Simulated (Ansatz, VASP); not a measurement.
**AlN in VASP and in Ansatz**

```
CELL_PARAMETERS angstrom
0.00000 2.03452 2.03452
2.03452 0.00000 2.03452
2.03452 2.03452 0.00000
ATOMIC_POSITIONS crystal
Al 0.50000 0.50000 0.50000
N 0.00000 0.00000 0.00000
```

Alike in both runs: task relaxation of cell and atoms; functional PBEsol; k mesh 10 × 10 × 10; occupations gaussian, width 0.02 eV; no spin polarisation.

```csv
,VASP,Ansatz
version,VASP 6.6.1,Ansatz 0.2.0
potentials or method,"VASP PAW PBE potentials, release 64 (Al, N), cutoff 600 eV","scalar-relativistic, plane waves, PAW"
valence electrons in the cell,8,8
```

```csv
,VASP,Ansatz,Ansatz less VASP
"gap on the k mesh at the Fermi level, each at its own relaxed structure (eV)",4.55,4.55,-0.004
relaxed volume (Å³/atom),8.27,8.27,+0.008
relaxed cell length with the largest relative difference (Å),2.859,2.860,+0.0009
```

VASP's potentials were made for PBE, not for PBEsol.
